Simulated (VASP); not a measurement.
# CdS (I4mm) in VASP: further runs, part 2 of 3

VASP 6.6.1.

## Step 3: Single point, r2SCAN

This run uses another cell than the first one, of 21.31 Å³/atom, 1.025 times its volume.

POSCAR

```
CdS
1.0
    0.0000000000      2.7724455593      2.7724455593
    2.7724455593      0.0000000000      2.7724455593
    2.7724455593      2.7724455593      0.0000000000
Cd S
1 1
Direct
   -0.0021230927      0.0021230927      0.0021230927
    0.5074443337      0.4925556663      0.4925556663
```

INCAR.step1

```
PREC     = Accurate       # precision mode
ENCUT    = 520            # plane-wave cutoff, eV
ISMEAR   = 0              # smearing method
SIGMA    = 0.05           # smearing width, eV
LREAL    = F              # projectors in reciprocal space
LASPH    = T              # aspherical terms in the spheres
NELM     = 80             # most SCF steps
NBANDS   = 16             # bands
GGA      = PE             # functional
ALGO     = Normal         # electronic algorithm
EDIFF    = 1E-4           # SCF threshold, eV
LWAVE    = T              # write WAVECAR
LCHARG   = F              # write CHGCAR
```

INCAR.step2

```
PREC     = Accurate       # precision mode
ENCUT    = 520            # plane-wave cutoff, eV
EDIFF    = 1E-6           # SCF threshold, eV
ISMEAR   = 0              # smearing method
SIGMA    = 0.05           # smearing width, eV
LREAL    = F              # projectors in reciprocal space
LASPH    = T              # aspherical terms in the spheres
NELM     = 80             # most SCF steps
ALGO     = Normal         # electronic algorithm
ISIF     = 2              # what is computed and relaxed
LWAVE    = F              # write WAVECAR
LCHARG   = F              # write CHGCAR
METAGGA  = R2SCAN         # meta-GGA
LMIXTAU  = T            
NBANDS   = 16             # bands
ISTART   = 1
```

KPOINTS

```
regular mesh
0
Gamma
  8 8 8
```

Potentials or basis: VASP PAW PBE potentials, release 64 (Cd, S).

Run with:

```
> cat potpaw_PBE.64/Cd/POTCAR potpaw_PBE.64/S/POTCAR > POTCAR
> cp INCAR.step1 INCAR
> mpirun -np 1 vasp_std > vasp.out
> cp INCAR.step2 INCAR
> mpirun -np 1 vasp_std > vasp.out
```

OUTCAR:

```text
PREC = Accurate
   ENCUT = 520
   EDIFF = 1E-6
   ISMEAR = 0
   LREAL = F
   LASPH = T
   NELM = 80
   ISIF = 2
   METAGGA = R2SCAN
   ISTART = 1

 ion  position               nearest neighbor table
   1  0.998  0.002  0.002-   2 2.72   2 2.77   2 2.77   2 2.77   2 2.77   2 2.83
   2  0.507  0.493  0.493-   1 2.72   1 2.77   1 2.77   1 2.77   1 2.77   1 2.83

  LATTYP: Found a face centered cubic cell.
 ALAT       =     5.5448911186

  Lattice vectors:

 A1 = (   0.0000000000,   2.7724455593,   2.7724455593)
 A2 = (   2.7724455593,   0.0000000000,   2.7724455593)
 A3 = (   2.7724455593,   2.7724455593,   0.0000000000)

Analysis of symmetry for initial positions (statically):
=====================================================================
 Subroutine PRICEL returns:
 Original cell was already a primitive cell.

 Routine SETGRP: Setting up the symmetry group for a
 face centered cubic supercell.

 Subroutine GETGRP returns: Found  8 space group operations
 (whereof  8 operations were pure point group operations)
 out of a pool of 48 trial point group operations.

The static configuration has the point symmetry C_4v.

Analysis of symmetry for dynamics (positions and initial velocities):
=====================================================================
 Subroutine PRICEL returns:
 Original cell was already a primitive cell.

 Routine SETGRP: Setting up the symmetry group for a
 face centered cubic supercell.

 Subroutine GETGRP returns: Found  8 space group operations
 (whereof  8 operations were pure point group operations)
 out of a pool of 48 trial point group operations.

The dynamic configuration has the point symmetry C_4v.

 Subroutine INISYM returns: Found  8 space group operations
 (whereof  8 operations are pure point group operations),
 and found     1 'primitive' translations

[... 106 lines left out ...]
   NUPDOWN=      -1.0000    fix difference up-down
   EMIN   =  10.00;   EMAX   =-10.00  energy-range for DOS
   EFERMI =   0.00;   METHOD = LEGACY
   ISMEAR =     0;   SIGMA  =   0.05  broadening in eV -4-tet -1-fermi 0-gaus
   EFERMI_NEDOS =   21; number of points for ismear=-14 and -15
   IALGO  =     38    algorithm
   IMIX   =      4    mixing-type and parameters
     AMIX     =   0.40;   BMIX     =  1.00
     AMIX_MAG =   1.60;   BMIX_MAG =  1.00
  volume/ion in A,a.u.               =      21.31       143.81
  Fermi-wavevector in a.u.,A,eV,Ry     =   1.228267  2.321087 20.526277  1.508639
  Thomas-Fermi vector in A             =   2.363199
   LORBIT       =      0    0 simple, 1 ext, 2 COOP (PROOUT), +10 PAW based schemes
   METAGGA = R2SCAN    functional components
   LHFCALC =     F    Hartree Fock is set to
   AEXX    =    0.0000 exact exchange contribution
   IVDW    =     0    specifies the selected vdW correction
   LEPSILON=     F    determine dielectric tensor
   LRPA    =     F    only Hartree local field effects (RPA)
 non-spin polarized calculation
 Gauss-broadening in eV      SIGMA  =   0.05
  energy-cutoff  :      520.00
  volume of cell :       42.62
 maximum number of plane-waves:      1174
 NGX is ok and might be reduce to    30
   NGX = 15   NGY = 15   NGZ = 15

 number of electron      18.0000004 magnetization

 Free energy of the ion-electron system (eV)
  ---------------------------------------------------
  ext. energy  EPLUGINS =         0.00000000
  ---------------------------------------------------
  free energy    TOTEN  =       -29.50387619 eV

  energy without entropy =      -29.50387619  energy(sigma->0) =      -29.50387619

 E-fermi :   2.5202     XC(G=0): -10.7403

 val. band max:        2.2631126164   @ k =   0.5000   0.0000   0.0000
 cond. band min:       3.0002915478   @ k =   0.5000   0.5000   0.0000
 fundamental gap:      0.7371789314
 Fermi energy:         2.5201543730

 k-point     1 :       0.0000    0.0000    0.0000
  band No.  band energies     occupation
      1     -10.7269      2.00000
      2      -5.5064      2.00000
      3      -5.5048      2.00000
      4      -5.5048      2.00000
      5      -5.5029      2.00000
      6      -5.5008      2.00000
[... 433 lines left out ...]
      3      -5.5837      2.00000
      4      -5.4612      2.00000
      5      -5.3049      2.00000
      6      -5.1976      2.00000
[... 8 lines left out ...]
     15      16.4594      0.00000
     16      17.7897      0.00000

 [... further k-points ...]
[... 5 lines left out ...]
  --------------------------------------------------------------------------------------
  -------------------------------------------------------------------------------------
  Total       -0.8121375     -0.8763789     -0.8763789     -0.0000000     -0.0000000     -0.0000000
  in kB      -30.5295978    -32.9445394    -32.9445394     -0.0000000     -0.0000000     -0.0000000
  external PRESSURE =     -32.1395589 kB  Pullay stress =       0.0000000 kB

 VOLUME and BASIS-vectors are now :
 -----------------------------------------------------------------------------
  energy-cutoff  :      520.00
  volume of cell :       42.62
      direct lattice vectors                 reciprocal lattice vectors
     0.000000000  2.772445559  2.772445559    -0.180346192  0.180346192  0.180346192
     2.772445559  0.000000000  2.772445559     0.180346192 -0.180346192  0.180346192
     2.772445559  2.772445559  0.000000000     0.180346192  0.180346192 -0.180346192

 POSITION                                       TOTAL-FORCE (eV/Angst)
 -----------------------------------------------------------------------------------
      0.01177      2.77245      2.77245        -0.059943      0.000000      0.000000
      2.73117      2.77245      2.77245         0.059943      0.000000      0.000000
 -----------------------------------------------------------------------------------
    total drift:                               -0.000493      0.000001      0.000001

  FREE ENERGIE OF THE ION-ELECTRON SYSTEM (eV)
  ---------------------------------------------------
  free  energy   TOTEN  =       -29.5038761910 eV

  energy  without entropy=      -29.5038761910  energy(sigma->0) =      -29.50387619
```

OUTCAR.step1:

```text
PREC = Accurate
   ENCUT = 520
   ISMEAR = 0
   LREAL = F
   LASPH = T
[... 677 lines left out ...]
 -----------------------------------------------------------------------------------
      0.01177      2.77245      2.77245        -0.055309      0.000000      0.000000
      2.73117      2.77245      2.77245         0.055309      0.000000      0.000000
 -----------------------------------------------------------------------------------
    total drift:                               -0.000363     -0.000000     -0.000000

  FREE ENERGIE OF THE ION-ELECTRON SYSTEM (eV)
  ---------------------------------------------------
  free  energy   TOTEN  =        -5.8709138898 eV

  energy  without entropy=       -5.8709129574  energy(sigma->0) =       -5.87091342
```

OSZICAR.step1:

```text
N       E                     dE             d eps       ncg     rms          rms(c)
DAV:   1     0.107343346630E+03    0.10734E+03   -0.92383E+03  1928   0.105E+03
DAV:   2    -0.265957150693E+01   -0.11000E+03   -0.10318E+03  2336   0.255E+02
DAV:   3    -0.644466801936E+01   -0.37851E+01   -0.37777E+01  2320   0.496E+01
DAV:   4    -0.646225242485E+01   -0.17584E-01   -0.17583E-01  2344   0.335E+00
DAV:   5    -0.646242284931E+01   -0.17042E-03   -0.17042E-03  2368   0.320E-01    0.685E+00
DAV:   6    -0.589631773084E+01    0.56611E+00   -0.90232E-01  2496   0.113E+01    0.585E+00
DAV:   7    -0.587221011751E+01    0.24108E-01   -0.15949E-01  2376   0.287E+00    0.309E+00
DAV:   8    -0.587100825870E+01    0.12019E-02   -0.16455E-02  2216   0.155E+00    0.263E-01
DAV:   9    -0.587085429630E+01    0.15396E-03   -0.13089E-03  2360   0.490E-01    0.580E-02
DAV:  10    -0.587091388984E+01   -0.59594E-04   -0.17855E-04  1872   0.130E-01
   1 F= -.58709139E+01 E0= -.58709134E+01  d E =-.932478E-06
```

Run time: 96 s. Hardware: 1 thread of Intel Xeon 6975P-C (Granite Rapids), shared host; peak memory 0.19 GiB.

What came out:

```
Free energy            : -29.5039 eV
Pressure               : -3.2 GPa
Largest force          : 0.060 eV/Å
Band gap on the k mesh : 0.74 eV, indirect (least direct gap 2.00 eV)
```

Forces in eV/Å, atoms in the order of the input:
```
Cd  -0.060  0.000  0.000
S    0.060  0.000  0.000
```

Levels at points of the mesh, in eV from the valence-band top:
```csv
k point,band 6,band 7,band 8,band 9,band 10,band 11,band 12,band 13
"(0.00, 0.00, 0.00)",-7.76,-0.65,-0.65,-0.65,1.35,9.70,9.70,9.71
"(0.50, 0.00, 0.00)",-7.59,-4.67,0.00,0.00,4.09,6.49,6.50,7.16
"(0.50, 0.50, 0.00)",-6.89,-4.01,-1.99,-1.99,0.74,6.48,10.43,11.89
"(0.00, 0.50, 0.50)",-6.89,-4.02,-1.99,-1.99,0.74,6.49,10.44,11.88
```

Caveat: the PAW data sets were made with another functional, which shifts forces and pressure a little. A k mesh can miss the band edges.

(Continued in part 3 of 3.)
